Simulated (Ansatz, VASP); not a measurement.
# One calculation of SiC3, two programs

```
CELL_PARAMETERS angstrom
2.70773 0.00000 0.00000
-1.35386 2.34496 0.00000
0.00000 0.00000 4.77161
ATOMIC_POSITIONS crystal
Si 0.33333 0.66667 0.00000
C 0.33333 0.66667 0.50000
C 0.66667 0.33333 0.28215
C 0.66667 0.33333 0.71785
```

Alike in both runs: task single point; functional PBE; k mesh 6 × 6 × 4; occupations gaussian, width 0.1 eV; collinear spin.

|  | VASP | Ansatz |
| --- | --- | --- |
| version | VASP 6.6.1 | Ansatz 0.2.0 |
| potentials or method | VASP PAW PBE potentials, release 64 (Si, C), cutoff 520 eV | scalar-relativistic, plane waves, PAW |
| valence electrons in the cell | 16 | 16 |

|  | VASP | Ansatz | Ansatz less VASP |
| --- | --- | --- | --- |
| gap on the k mesh at the Fermi level (eV) | none | none | - |
| pressure (GPa) | 0.1 | 0.0 | -0.13 |
| traceless stress, the component that is largest in VASP (GPa) | 0.28 | 0.19 | -0.085 |
| rms of the force components (eV/Å) | 0.004 | 0.003 | -0.0014 |
| net moment per atom (μB) | 0.00 | 0.00 | 0.000 |

Atom by atom the forces differ by 0.001 eV/Å (rms over components). A gap of «none» marks a metal or a gap that the smearing closes. Ansatz's warnings: seeded moment not kept.

The k mesh is coarse, so the values compare programs but aren't converged.
